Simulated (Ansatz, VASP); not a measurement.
Two plane-wave programs on Sb

```
CELL_PARAMETERS angstrom
3.04037 0.00000 0.00000
0.00000 3.04037 0.00000
0.00000 0.00000 3.04037
ATOMIC_POSITIONS crystal
Sb 0.00000 0.00000 0.00000
```

Alike in both runs: functional LDA; k mesh 20 × 20 × 20; occupations gaussian, width 0.1 eV; no spin polarisation.

Ansatz relaxed the structure, and its values are those at the end. VASP's run is a single point on that final structure, the one shown.

|  | VASP | Ansatz |
| --- | --- | --- |
| version | VASP 6.6.1 | Ansatz 0.2.0 |
| potentials or method | VASP PAW LDA potentials, release 64 (Sb), cutoff 520 eV | scalar-relativistic, plane waves, PAW |
| valence electrons in the cell | 5 | 15 |

```tsv
	VASP	Ansatz	Ansatz less VASP
gap on the k mesh at the Fermi level (eV)	none	none	-
pressure (GPa)	0.2	0.0	-0.22
```

Ansatz warns that its potentials were made for another functional, while VASP's fit it. LDA's correlation is that of Perdew and Zunger in VASP and of Perdew and Wang (1992) in Ansatz. A gap of «none» marks a metal or a gap that the smearing closes. VASP's potentials hold 5 valence electrons a cell and Ansatz's 15, so a difference there can come from the potentials and not from the codes.

Spin-orbit coupling is off throughout.
